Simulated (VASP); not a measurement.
Set up this calculation in VASP 6.6.1, as the native input.

```yaml
Task: single point
Functional: r2SCAN
Potentials_or_basis: VASP PAW PBE potentials, release 64 (Y_sv)
Cutoff: 520 eV
k_mesh: 6 × 6 × 6
Occupations: gaussian, width 0.1 eV
Spin: no spin polarisation
Dipole_correction: no
Further_INCAR_settings: ALGO = Normal; EDIFF = 1e-06; NBANDS = 18
```

The system is Y.

```
Y
1.0
    -3.16100    3.16100    1.72439
     3.16100   -3.16100    1.72439
     3.16100    3.16100   -1.72439
Y
2
Direct
  0.00000 0.00000 0.00000
  0.75000 0.25000 0.50000
```

The input as run:

POSCAR

```
Y
1.0
   -3.1610033008      3.1610033008      1.7243856510
    3.1610033008     -3.1610033008      1.7243856510
    3.1610033008      3.1610033008     -1.7243856510
Y
2
Direct
    0.0000000000      0.0000000000      0.0000000000
    0.7500000000      0.2500000000      0.5000000000
```

INCAR.step1

```
  PREC = Accurate
  ENCUT = 520
  ISMEAR = 0
  SIGMA = 0.1
  LREAL = F
  LASPH = T
  NELM = 80
  NBANDS = 18
  GGA = PE
  ALGO = Normal
  EDIFF = 1E-4
  LWAVE = T
  LCHARG = F
```

INCAR.step2

```
  PREC = Accurate
  ENCUT = 520
  EDIFF = 1E-6
  ISMEAR = 0
  SIGMA = 0.1
  LREAL = F
  LASPH = T
  NELM = 80
  ALGO = Normal
  ISIF = 2
  LWAVE = F
  LCHARG = F
  METAGGA = R2SCAN
  LMIXTAU = T
  NBANDS = 18
  ISTART = 1
```

KPOINTS

```
Automatic mesh
0
Gamma
  6 6 6
```

Potentials or basis: VASP PAW PBE potentials, release 64 (Y_sv).

The run is started by

```sh
$ cat potpaw_PBE.64/Y_sv/POTCAR > POTCAR
$ cp INCAR.step1 INCAR
$ mpirun -np 1 vasp_std > vasp.out
$ cp INCAR.step2 INCAR
$ mpirun -np 1 vasp_std > vasp.out
```

It gave:

- Pressure: -1.4 GPa
- Band gap on the k mesh: zero (band 11 reaches 3.11 eV, above the bottom of band 12 at 2.56 eV)

Caveat: the PAW data sets were made with another functional, which shifts forces and pressure a little.

It took 3.3 min on 1 thread of AMD EPYC 7R43 64-Core Processor (Zen 3), with other jobs on the host, peak memory 0.19 GiB.
